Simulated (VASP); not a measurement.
# HfN (Fm-3m) in VASP: notebook

HfN is run at these levels: PBEsol; tasks: relaxation of cell and atoms, single point.

Everything below comes from runs of VASP 6.6.1. Logs are shortened: lines on timing, memory, paths and dates and some standing lists are left out, and cuts for length are marked.

## Step 1: The cell of the first run

The structure is cubic, space group Fm-3m (No. 225). Conventional cell: a = 4.518 Å, b = 4.518 Å, c = 4.518 Å, α = 90.00°, β = 90.00°, γ = 90.00°. Hf (site symmetry m-3m) has 6 N at 2.26 Å within 3.0 Å. N (site symmetry m-3m) has 6 Hf at 2.26 Å within 3.0 Å.

## Step 2: Relaxation of cell and atoms, PBEsol

The input, INCAR:

```
PREC     = Accurate       # precision mode
ENCUT    = 600            # plane-wave cutoff, eV
EDIFF    = 1E-7           # SCF threshold, eV
ISMEAR   = 0              # smearing method
SIGMA    = 0.1            # smearing width, eV
LREAL    = False          # projectors in reciprocal space
LASPH    = True           # aspherical terms in the spheres
NELM     = 60             # most SCF steps
ALGO     = Normal         # electronic algorithm
ISIF     = 3              # what is computed and relaxed
LWAVE    = False          # write WAVECAR
LCHARG   = False          # write CHGCAR
GGA      = PS             # functional
IBRION   = 2              # ionic algorithm
NSW      = 100            # ionic steps
EDIFFG   = -0.005         # ionic threshold
```

The input, KPOINTS:

```
regular mesh
0
Gamma
  16 16 16
```

The input, POSCAR:

```
HfN
1.0
    0.0000000000      2.2590026142      2.2590026142
    2.2590026142      0.0000000000      2.2590026142
    2.2590026142      2.2590026142      0.0000000000
Hf N
1 1
Direct
    0.5000000000      0.5000000000      0.5000000000
    0.0000000000      0.0000000000      0.0000000000
```

Potentials or basis: VASP PAW PBE potentials, release 64 (Hf_pv, N).

Command:

```console
$ cat potpaw_PBE.64/Hf_pv/POTCAR potpaw_PBE.64/N/POTCAR > POTCAR
$ mpirun -np 1 vasp_std > vasp.out
```

OUTCAR:

```text
PREC = Accurate
   ENCUT = 600
   EDIFF = 1E-7
   ISMEAR = 0
   LREAL = False
   LASPH = True
   NELM = 60
   ISIF = 3
   GGA = PS
   IBRION = 2
   NSW = 100
   EDIFFG = -0.005

 ion  position               nearest neighbor table
   1  0.500  0.500  0.500-   2 2.26   2 2.26   2 2.26   2 2.26   2 2.26   2 2.26
   2  0.000  0.000  0.000-   1 2.26   1 2.26   1 2.26   1 2.26   1 2.26   1 2.26

  LATTYP: Found a face centered cubic cell.
 ALAT       =     4.5180052284

  Lattice vectors:

 A1 = (   0.0000000000,   2.2590026142,   2.2590026142)
 A2 = (   2.2590026142,   0.0000000000,   2.2590026142)
 A3 = (   2.2590026142,   2.2590026142,   0.0000000000)

Analysis of symmetry for initial positions (statically):
=====================================================================
 Subroutine PRICEL returns:
 Original cell was already a primitive cell.

 Routine SETGRP: Setting up the symmetry group for a
 face centered cubic supercell.

 Subroutine GETGRP returns: Found 48 space group operations
 (whereof 48 operations were pure point group operations)
 out of a pool of 48 trial point group operations.

The static configuration has the point symmetry O_h .

Analysis of symmetry for dynamics (positions and initial velocities):
=====================================================================
 Subroutine PRICEL returns:
 Original cell was already a primitive cell.

 Routine SETGRP: Setting up the symmetry group for a
 face centered cubic supercell.

 Subroutine GETGRP returns: Found 48 space group operations
 (whereof 48 operations were pure point group operations)
 out of a pool of 48 trial point group operations.

The dynamic configuration has the point symmetry O_h .

 Subroutine INISYM returns: Found 48 space group operations
 (whereof 48 operations are pure point group operations),
 and found     1 'primitive' translations

----------------------------------------------------------------------------------------

                                     Primitive cell

  volume of cell :      23.0558

  direct lattice vectors                    reciprocal lattice vectors
     0.000000000  2.259002614  2.259002614    -0.221336619  0.221336619  0.221336619
     2.259002614  0.000000000  2.259002614     0.221336619 -0.221336619  0.221336619
     2.259002614  2.259002614  0.000000000     0.221336619  0.221336619 -0.221336619

  length of vectors
     3.194712134  3.194712134  3.194712134     0.383366269  0.383366269  0.383366269

  position of ions in fractional coordinates (direct lattice)
     0.500000000  0.500000000  0.500000000
     0.000000000  0.000000000  0.000000000

  ion indices of the primitive-cell ions
   primitive index   ion index
                 1           1
                 2           2

----------------------------------------------------------------------------------------

 KPOINTS: regular mesh

Automatic generation of k-mesh.
 Grid dimensions read from file:
 generate k-points for:   16   16   16

 Generating k-lattice:

  Cartesian coordinates                     Fractional coordinates (reciprocal lattice)
    -0.013833539  0.013833539  0.013833539     0.062500000  0.000000000  0.000000000
     0.013833539 -0.013833539  0.013833539     0.000000000  0.062500000  0.000000000
     0.013833539  0.013833539 -0.013833539     0.000000000  0.000000000  0.062500000

  Length of vectors
     0.023960392  0.023960392  0.023960392

  Shift w.r.t. Gamma in fractional coordinates (k-lattice)
     0.000000000  0.000000000  0.000000000

 Subroutine IBZKPT returns following result:
 ===========================================

 Found    145 irreducible k-points:

 Following reciprocal coordinates:
            Coordinates               Weight
  0.000000  0.000000  0.000000      1.000000
  0.062500  0.000000  0.000000      8.000000
  0.125000  0.000000  0.000000      8.000000
  0.187500  0.000000  0.000000      8.000000
  0.250000  0.000000  0.000000      8.000000
  0.312500  0.000000  0.000000      8.000000
[... 16 lines left out ...]
 -0.125000  0.062500  0.000000     24.000000
 -0.062500  0.062500  0.000000     12.000000
 [... further k-points ...]
   k-points           NKPTS =    145   k-points in BZ     NKDIM =    145   number of bands    NBANDS=     11
   number of dos      NEDOS =    301   number of ions     NIONS =      2
   total plane-waves  NPLWV =  21952
   dimension x,y,z NGX =    28 NGY =   28 NGZ =   28
   dimension x,y,z NGXF=    56 NGYF=   56 NGZF=   56
   ions per type =               1   1
   NGX,Y,Z   is equivalent  to a cutoff of  14.57, 14.57, 14.57 a.u.
   NGXF,Y,Z  is equivalent  to a cutoff of  29.14, 29.14, 29.14 a.u.
 SYSTEM =  unknown system
   PREC   = accura    normal or accurate (medium, high low for compatibility)
   ISTART =      0    job   : 0-new  1-cont  2-samecut
   ICHARG =      2    charge: 1-file 2-atom 10-const
   ISPIN  =      1    spin polarized calculation?
   LNONCOLLINEAR =      F non collinear calculations
   LSORBIT =      F    spin-orbit coupling
   LASPH  =      T    aspherical Exc in radial PAW
   ENCUT  =  600.0 eV  44.10 Ry    6.64 a.u.   6.38  6.38  6.38*2*pi/ulx,y,z
   NELM   =     60;   NELMIN=  2; NELMDL= -5     # of ELM steps
   EDIFF  = 0.1E-06   stopping-criterion for ELM
   LREAL  =      F    real-space projection
   EDIFFG = -.5E-02   stopping-criterion for IOM
   NSW    =    100    number of steps for IOM
   IBRION =      2    ionic relax: 0-MD 1-quasi-New 2-CG
   NFREE  =      1    steps in history (QN), initial steepest desc. (CG)
   ISIF   =      3    stress and relaxation
   ISYM   =      2    0-nonsym 1-usesym 2-fastsym
   POTIM  = 0.5000    time-step for ionic-motion
   TEBEG  =    0.0;   TEEND  =   0.0 temperature during run
   PSTRESS=    0.0 pullay stress
   NELECT =      15.0000    total number of electrons
   NUPDOWN=      -1.0000    fix difference up-down
   EMIN   =  10.00;   EMAX   =-10.00  energy-range for DOS
   EFERMI =   0.00;   METHOD = LEGACY
   ISMEAR =     0;   SIGMA  =   0.10  broadening in eV -4-tet -1-fermi 0-gaus
   EFERMI_NEDOS =   21; number of points for ismear=-14 and -15
   IALGO  =     38    algorithm
   IMIX   =      4    mixing-type and parameters
     AMIX     =   0.40;   BMIX     =  1.00
     AMIX_MAG =   1.60;   BMIX_MAG =  1.00
  volume/ion in A,a.u.               =      11.53        77.79
  Fermi-wavevector in a.u.,A,eV,Ry     =   1.418552  2.680674 27.378855  2.012289
  Thomas-Fermi vector in A             =   2.539665
   LORBIT       =      0    0 simple, 1 ext, 2 COOP (PROOUT), +10 PAW based schemes
   GGA     = PS    functional components
   LHFCALC =     F    Hartree Fock is set to
   AEXX    =    0.0000 exact exchange contribution
   IVDW    =     0    specifies the selected vdW correction
   LEPSILON=     F    determine dielectric tensor
   LRPA    =     F    only Hartree local field effects (RPA)
 conjugate gradient relaxation of ions
 non-spin polarized calculation
 Gauss-broadening in eV      SIGMA  =   0.10
  energy-cutoff  :      600.00
  volume of cell :       23.06
 maximum number of plane-waves:       785
 NGX is ok and might be reduce to    28
   NGX = 13   NGY = 13   NGZ = 13

--------------------------------------- Ionic step        1  -------------------------------------------

 number of electron      15.0000002 magnetization

 Free energy of the ion-electron system (eV)
  ---------------------------------------------------
  ext. energy  EPLUGINS =         0.00000000
  ---------------------------------------------------
  free energy    TOTEN  =       -22.99129353 eV

  energy without entropy =      -22.98832799  energy(sigma->0) =      -22.98981076

------------------------ aborting loop because EDIFF is reached ----------------------------------------

  FORCE on cell =-STRESS in cart. coord.  units (eV):
  Direction    XX          YY          ZZ          XY          YZ          ZX
  --------------------------------------------------------------------------------------
  -------------------------------------------------------------------------------------
  Total       -0.7639761     -0.7639761     -0.7639761      0.0000000     -0.0000000      0.0000000
  in kB      -53.0896829    -53.0896829    -53.0896829      0.0000000     -0.0000000      0.0000000
  external PRESSURE =     -53.0896829 kB  Pullay stress =       0.0000000 kB
[... 57 lines left out ...]
  energy  without entropy=      -22.9668314935  energy(sigma->0) =      -22.96828709

--------------------------------------- Ionic step        3  -------------------------------------------

 number of electron      15.0000002 magnetization

 Free energy of the ion-electron system (eV)
  ---------------------------------------------------
  ext. energy  EPLUGINS =         0.00000000
  ---------------------------------------------------
  free energy    TOTEN  =       -22.99859273 eV

  energy without entropy =      -22.99564861  energy(sigma->0) =      -22.99712067

 E-fermi :   8.3578     XC(G=0): -12.9921

 val. band max:        8.3455439670   @ k =  -0.4375   0.3125   0.1250
 cond. band min:       8.3587441848   @ k =  -0.1250   0.0625   0.0000
 fundamental gap:      0.0132002179
 Fermi energy:         8.3577941867

 k-point     1 :       0.0000    0.0000    0.0000
  band No.  band energies     occupation
      1     -22.6209      2.00000
      2     -22.6209      2.00000
      3     -22.6209      2.00000
      4      -9.1840      2.00000
      5       5.3612      2.00000
      6       5.3612      2.00000
      7       5.3612      2.00000
      8       7.9833      2.00000
      9       7.9833      2.00000
     10       7.9833      2.00000
     11      10.3594      0.00000
[... 309 lines left out ...]
 k-point    24 :      -0.0625    0.0625    0.0000
  band No.  band energies     occupation
      1     -22.7260      2.00000
      2     -22.6470      2.00000
      3     -22.6228      2.00000
      4      -8.9349      2.00000
      5       4.3195      2.00000
      6       4.6682      2.00000
      7       4.9932      2.00000
      8       8.1613      1.99453
      9       8.1619      1.99439
     10       8.6206      0.00020
     11      10.5134      0.00000

 [... further k-points ...]
[... 5 lines left out ...]
  --------------------------------------------------------------------------------------
  -------------------------------------------------------------------------------------
  Total       -0.0086448     -0.0086448     -0.0086448      0.0000000     -0.0000000      0.0000000
  in kB       -0.6120944     -0.6120944     -0.6120944      0.0000000     -0.0000000      0.0000000
  external PRESSURE =      -0.6120944 kB  Pullay stress =       0.0000000 kB
[... 17 lines left out ...]
  FREE ENERGIE OF THE ION-ELECTRON SYSTEM (eV)
  ---------------------------------------------------
  free  energy   TOTEN  =       -22.9985927274 eV

  energy  without entropy=      -22.9956486102  energy(sigma->0) =      -22.99712067

 reached required accuracy - stopping structural energy minimisation
```

It took 96 s on 1 thread of Intel Xeon Platinum 8259CL at 2.50GHz (Skylake/Cascade Lake), shared host; peak memory 0.21 GiB.

Results:

```
Free energy                            : -22.9986 eV
Relaxed volume                         : 11.31 Å³/atom
Relaxed cell                           : a = 3.175 Å, b = 3.175 Å, c = 3.175 Å, α = 60.00°, β = 60.00°, γ = 60.00°
Space group after relaxing (to 0.05 Å) : Fm-3m (No. 225)
Energy gained by relaxing              : 3.6 meV/atom
Ionic steps                            : 3
Pressure after relaxing                : -0.1 GPa
```

Step by step:
| step | energy change (eV) | largest force (eV/Å) | pressure (GPa) | volume (Å³) |
| --- | --- | --- | --- | --- |
| 1 | 0.0000 | 0.0000 | -5.31 | 23.06 |
| 2 | 0.0216 | 0.0000 | 11.68 | 21.80 |
| 3 | -0.0073 | 0.0000 | -0.06 | 22.63 |

Final structure:
```
Hf N
1.0
     0.00000    2.24495    2.24495
     2.24495    0.00000    2.24495
     2.24495    2.24495    0.00000
Hf N
1 1
Direct
  0.50000 0.50000 0.50000
  0.00000 0.00000 0.00000
```

Caveat: the PAW data sets were made with another functional, which shifts forces and pressure a little; spin-orbit coupling is left out, which moves the levels of the heavy elements.

## Step 3: Single point, PBEsol

This run uses another cell than the first one, of 11.40 Å³/atom, 0.989 times its volume.

The input, INCAR:

```
SYSTEM = HfN
ALGO = Normal
EDIFF = 1E-6
ENCUT = 520
GGA = PS
ISIF = 2
ISMEAR = 0
ISYM = 0
LASPH = .True.
LCHARG = .False.
LREAL = .False.
LWAVE = .False.
NBANDS = 14
NELM = 60
PREC = Accurate
SIGMA = 0.1
```

The input, KPOINTS:

```
k-points
0
Gamma
  12 12 13
  0 0 0
```

The input, POSCAR:

```
HfN
1.0
    3.1830776061      0.0000000000      0.0000000000
   -1.5915388030      2.7566260691      0.0000000000
    1.5915388030      0.9188753564      2.5989719822
Hf N
1 1
Direct
    0.0000000000      0.5000000000      0.5000000000
    0.0000000000      0.0000000000      0.0000000000
```

Potentials or basis: VASP PAW PBE potentials, release 64 (Hf_pv, N).

Command:

```console
$ cat potpaw_PBE.64/Hf_pv/POTCAR potpaw_PBE.64/N/POTCAR > POTCAR
$ mpirun -np 1 vasp_std > vasp.out
```

Run time: 5.3 min. Hardware: 1 thread of AMD EPYC 7R13 (Zen 3), shared host; peak memory 0.37 GiB.

Results (log left out):

```yaml
Free_energy: -22.9940 eV
Pressure: -2.2 GPa
```

Levels at points of the mesh, in eV from the Fermi level:
| k point | band 4 | band 5 | band 6 | band 7 | band 8 | band 9 | band 10 | band 11 |
| --- | --- | --- | --- | --- | --- | --- | --- | --- |
| (0.00, 0.00, 0.00) | -17.48 | -2.98 | -2.98 | -2.97 | -0.36 | -0.35 | -0.35 | 1.94 |
| (0.50, 0.00, 0.00) | -16.36 | -5.36 | -3.87 | -3.64 | -3.64 | 4.17 | 5.66 | 5.66 |
| (0.00, 0.50, 0.00) | -14.64 | -8.95 | -6.21 | -6.21 | 3.37 | 3.79 | 3.79 | 4.49 |
| (0.50, 0.50, 0.00) | -14.64 | -8.95 | -6.21 | -6.21 | 3.37 | 3.79 | 3.79 | 4.49 |

Caveat: the PAW data sets were made with another functional, which shifts forces and pressure a little; spin-orbit coupling is left out, which moves the levels of the heavy elements.

(Part 1 of 2 ends here.)
